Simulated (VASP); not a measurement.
KF (CsCl type), 2 atoms in the cell. Symmetry: Pm-3m, No. 221, cubic system. The conventional cell has a = 2.460 Å, b = 2.460 Å, c = 2.460 Å, α = 90.00°, β = 90.00°, γ = 90.00°. Within 2.8 Å of K (site symmetry m-3m) lie 8 F at 2.13 Å and 6 K at 2.46 Å. F (site symmetry m-3m) has 8 K at 2.13 Å and 6 F at 2.46 Å within 2.8 Å.  This cell differs from its parent crystal: volume scaled by 0.43.

- Program: VASP 6.6.1
- Task: single point
- Functional: PBE
- Potentials or basis: VASP PAW PBE potentials, release 64 (K_sv, F)
- Cutoff: 520 eV
- k mesh: 14 × 14 × 14
- Occupations: fermi-dirac, width 0.05 eV
- Spin: no spin polarisation
- Dipole correction: no
- Further INCAR settings: ALGO = Normal; EDIFF = 1e-06; NBANDS = 15

Potentials or basis: VASP PAW PBE potentials, release 64 (K_sv, F).

Command:

```console
$ cat potpaw_PBE.64/K_sv/POTCAR potpaw_PBE.64/F/POTCAR > POTCAR
$ mpirun -np 1 vasp_std > vasp.out
```

Hardware: 1 thread of AMD EPYC 9R45 96-Core Processor (Zen 5) (shared host).

Task: How long does it take, and how much memory?

Result: Run time: 11 s on 1 thread of AMD EPYC 9R45 96-Core Processor (Zen 5), on a shared host, peak memory 0.11 GiB. Counts: scf iterations 12, k points 120.
